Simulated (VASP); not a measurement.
Here is a VASP 6.6.1 calculation.

The input POSCAR:

```
CsAs
1.0
    3.9991050000      0.0000000000      0.0000000000
    0.0000000000      3.9991050000      0.0000000000
    0.0000000000      0.0000000000      3.9991050000
As Cs
1 1
Direct
    0.0000000000      0.0000000000      0.0000000000
    0.5000000000      0.5000000000      0.5000000000
```

File INCAR.step1:

```
PREC = Accurate ; ENCUT = 550
ISMEAR = 1 ; SIGMA = 0.2969
LREAL = F ; LASPH = T
NELM = 120 ; GGA = PE
ALGO = Normal ; EDIFF = 1E-5
LWAVE = T ; LCHARG = F
GGA_COMPAT = F ; IBRION = 2
ISIF = 3 ; EDIFFG = -0.005
NELMIN = 4 ; NSW = 100
```

Contents of INCAR.step2:

```
PREC = Accurate ; ENCUT = 550
EDIFF = 1E-7 ; ISMEAR = 1
SIGMA = 0.2969 ; LREAL = F
LASPH = T ; NELM = 120
ALGO = Normal ; ISIF = 3
LWAVE = F ; LCHARG = F
METAGGA = R2SCAN ; LMIXTAU = T
IBRION = 2 ; NSW = 60
EDIFFG = -0.01 ; ISTART = 1
GGA_COMPAT = F ; NELMIN = 4
```

KPOINTS

```
Automatic mesh
0
Gamma
  9 9 9
```

Potentials or basis: VASP PAW PBE potentials, release 64 (As, Cs_sv).

Run with:

```bash
$ cat potpaw_PBE.64/As/POTCAR potpaw_PBE.64/Cs_sv/POTCAR > POTCAR
$ cp INCAR.step1 INCAR
$ mpirun -np 1 vasp_std > vasp.out
$ cp INCAR.step2 INCAR
$ mpirun -np 1 vasp_std > vasp.out
```

Problem. What does it give for the relaxed volume?

Solution. 39.05 Å³/atom.

Problem. Estimate the relaxed cell.

Solution. a = 4.275 Å, b = 4.275 Å, c = 4.275 Å, α = 90.00°, β = 90.00°, γ = 90.00°.

Problem. Predict the space group after relaxing (to 0.1 Å).

Solution. Pm-3m (No. 221).

The path:
```tsv
step	energy change (eV)	largest force (eV/Å)	pressure (GPa)	volume (Å³)
1	0.0000	0.0000	5.26	63.96
2	-0.1816	0.0000	0.96	74.17
3	-0.1918	0.0000	-0.23	79.14
4	-0.1927	0.0000	-0.02	78.10
```

Caveat: the volume moved by over 15 % at a fixed basis, so the end points are rough; the PAW data sets were made with another functional, which shifts forces and pressure a little.
